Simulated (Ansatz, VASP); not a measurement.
Two plane-wave programs on H

The input INCAR:

```
PREC = Accurate
ENCUT = 520
EDIFF = 1E-6
ISMEAR = 0
SIGMA = 0.02
LREAL = F
LASPH = T
NELM = 80
ALGO = Normal
ISIF = 2
LWAVE = F
LCHARG = F
GGA = PE
NBANDS = 10
```

KPOINTS

```
regular mesh
0
Gamma
  9 9 6
```

The input POSCAR:

```
H
1.0
    3.8401304226      0.0000000000      0.0000000000
   -1.9200652113      3.3256504998      0.0000000000
    0.0000000000      0.0000000000      5.0466615500
H
4
Direct
    0.3333333300      0.6666666700      0.1764958800
    0.6666666700      0.3333333300      0.6764958800
    0.6666666700      0.3333333300      0.8235041200
    0.3468645174      0.6937290447      0.3235041200
```

Input for Ansatz:

```yaml
crystal:
  lattice:
    - [3.8401304226, 0.0, 0.0]
    - [-1.9200652113, 3.3256504998, 0.0]
    - [0.0, 0.0, 5.04666155]
  atoms:
    - { symbol: H, position: [0.33333333, 0.66666667, 0.17649588] }
    - { symbol: H, position: [0.66666667, 0.33333333, 0.67649588] }
    - { symbol: H, position: [0.66666667, 0.33333333, 0.82350412] }
    - { symbol: H, position: [0.3468645174, 0.6937290447, 0.32350412] }
basis:
  ecutwfc: 420
kpoints:
  mp_grid: { grid: [9, 9, 6] }
hamiltonian:
  xc: pbe
scf:
  occupations: { method: gaussian, width: 0.02 }
output:
  forces: true
  stress: true
  eigenvalues: true
```

Change from the starting cell: one atom moved.

Alike in both runs: task single point; functional PBE; k mesh 9 × 9 × 6; occupations gaussian, width 0.02 eV; no spin polarisation.

|  | VASP | Ansatz |
| --- | --- | --- |
| version | VASP 6.6.1 | Ansatz 0.2.0 |
| potentials or method | VASP PAW PBE potentials, release 64 (H), cutoff 520 eV | scalar-relativistic, plane waves, PAW |
| valence electrons in the cell | 4 | 4 |

Ansatz gave:

| Item | Value |
| --- | --- |
| gap on the k mesh at the Fermi level (eV) | 9.37 |
| least direct gap on the mesh (eV) | 9.37 |
| pressure (GPa) | 0.3 |
| traceless stress, the component that is largest in VASP (GPa) | 0.53 |
| rms of the force components (eV/Å) | 0.136 |

What did VASP give for the same quantities?

gap on the k mesh at the Fermi level (eV): 9.37; least direct gap on the mesh (eV): 9.37; pressure (GPa): 0.1; traceless stress, the component that is largest in VASP (GPa): 0.48; rms of the force components (eV/Å): 0.129.

Atom by atom the forces differ by 0.007 eV/Å (rms over components).
